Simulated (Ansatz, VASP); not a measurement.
**Si: VASP beside Ansatz**

Contents of INCAR:

```
SYSTEM = Si
PREC     = Accurate       ! precision mode
ENCUT    = 500            ! plane-wave cutoff, eV
EDIFF    = 1E-6           ! SCF threshold, eV
ISMEAR   = -1             ! smearing method
SIGMA    = 0.02           ! smearing width, eV
LREAL    = .False.        ! projectors in reciprocal space
LASPH    = .True.         ! aspherical terms in the spheres
NELM     = 120            ! most SCF steps
ALGO     = Normal         ! electronic algorithm
ISIF     = 2              ! what is computed and relaxed
LWAVE    = .False.        ! write WAVECAR
LCHARG   = .False.        ! write CHGCAR
GGA      = PE             ! functional
NBANDS   = 11             ! bands
GGA_COMPAT= .False.
```

File KPOINTS:

```
regular mesh
0
Gamma
  6 6 6
  0 0 0
```

Contents of POSCAR:

```
Si
1.0
    0.0000000000      2.7350000000      2.7350000000
    2.7350000000      0.0000000000      2.7350000000
    2.7350000000      2.7350000000      0.0000000000
Si
2
Direct
    0.0000000000      0.0000000000      0.0000000000
    0.2500000000      0.2500000000      0.2500000000
```

Input for Ansatz:

```yaml
crystal:
  lattice:
    - [0, 2.735, 2.735]
    - [2.735, 0, 2.735]
    - [2.735, 2.735, 0]
  atoms:
    - { symbol: Si, position: [0, 0, 0] }
    - { symbol: Si, position: [0.25, 0.25, 0.25] }
kpoints:
  mp_grid: { grid: [6, 6, 6] }
hamiltonian:
  xc: pbe
  pseudopotentials:
    kind: all_electron
    relativity: scalar
    datasets: crystal
    dataset_attempts: all
    nuclear_model: point
scf:
  occupations: { method: fermi_dirac, width: 0.02 }
  convergence: { dr2_threshold: "1e-9 eV" }
  max_iter: 300
output:
  forces: true
  stress: true
  eigenvalues: true
```

Alike in both runs: task single point; functional PBE; k mesh 6 × 6 × 6; occupations fermi-dirac, width 0.02 eV; no spin polarisation.

|  | VASP | Ansatz |
| --- | --- | --- |
| version | VASP 6.6.1 | Ansatz 0.2.0 development build |
| potentials or method | VASP PAW PBE potentials, release 64 (Si), cutoff 500 eV | plane waves, all-electron PAW datasets generated for the crystal |

|  | VASP | Ansatz | Ansatz less VASP |
| --- | --- | --- | --- |
| gap on the k mesh at the Fermi level (eV) | 0.75 | 0.75 | 0.000 |

Ansatz ran all-electron here, and VASP with PAW potentials.
